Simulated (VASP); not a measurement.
Set up this calculation in VASP 6.6.1, as the native input.

```
Task                   : relaxation of cell and atoms
Functional             : PBE
Potentials or basis    : VASP PAW PBE potentials, release 64 (Zr_sv, Ti_sv, B)
Cutoff                 : 600 eV
k mesh                 : 6 × 6 × 8
Occupations            : gaussian, width 0.1 eV
Spin                   : no spin polarisation
Dipole correction      : no
Further INCAR settings : ALGO = Normal; EDIFF = 1e-07; IBRION = 2; EDIFFG = -0.01; NSW = 100; ISIF = 3
```

The structure of ZrTi2B3 lies in POSCAR:

```
ZrTi2B3
1.0
    4.7938770140      0.0000000000      0.0000000000
   -2.3969385070      4.1516192768      0.0000000000
    0.0000000000      0.0000000000      3.8803763851
Zr Ti B
1 2 3
Direct
    0.0000000000      0.0000000000      0.0000000000
    0.6666666667      0.3333333333      0.5000000000
    0.3333333333      0.6666666667      0.0000000000
    0.2057933050      0.7942066950      0.5000000000
    0.2057933050      0.4115866100      0.5000000000
    0.5884133900      0.7942066950      0.5000000000
```

The cell was generated, and may not be a known phase.

One way to write it, as run:

INCAR

```
SYSTEM = ZrTi2B3
PREC = Accurate
ENCUT = 600
EDIFF = 1E-7
ISMEAR = 0
SIGMA = 0.1
LREAL = .FALSE.
LASPH = .TRUE.
NELM = 100
ALGO = Normal
ISIF = 3
LWAVE = .FALSE.
LCHARG = .FALSE.
GGA = PE
IBRION = 2
NSW = 100
EDIFFG = -0.01
```

KPOINTS

```
regular mesh
0
G
  6 6 8
  0 0 0
```

Potentials or basis: VASP PAW PBE potentials, release 64 (Zr_sv, Ti_sv, B).

Launch:

```sh
$ cat potpaw_PBE.64/Zr_sv/POTCAR potpaw_PBE.64/Ti_sv/POTCAR potpaw_PBE.64/B/POTCAR > POTCAR
$ mpirun -np 1 vasp_std > vasp.out
```

Results of the run:

* Relaxed volume: 12.86 Å³/atom
* Relaxed cell: a = 4.788 Å, b = 4.788 Å, c = 3.885 Å, α = 90.00°, β = 90.00°, γ = 120.00°
* Space group after relaxing (to 0.1 Å): P-6m2 (No. 187)
* Energy gained by relaxing: 0.0 meV/atom
* Ionic steps: 2
* Pressure after relaxing: 0.0 GPa
* Band gap on the k mesh: zero (an odd number of electrons rules out a gap without spin polarisation)

It took 7.3 min on 1 thread of AMD EPYC 7R43 64-Core Processor (Zen 3), on a shared host, peak memory 0.24 GiB.
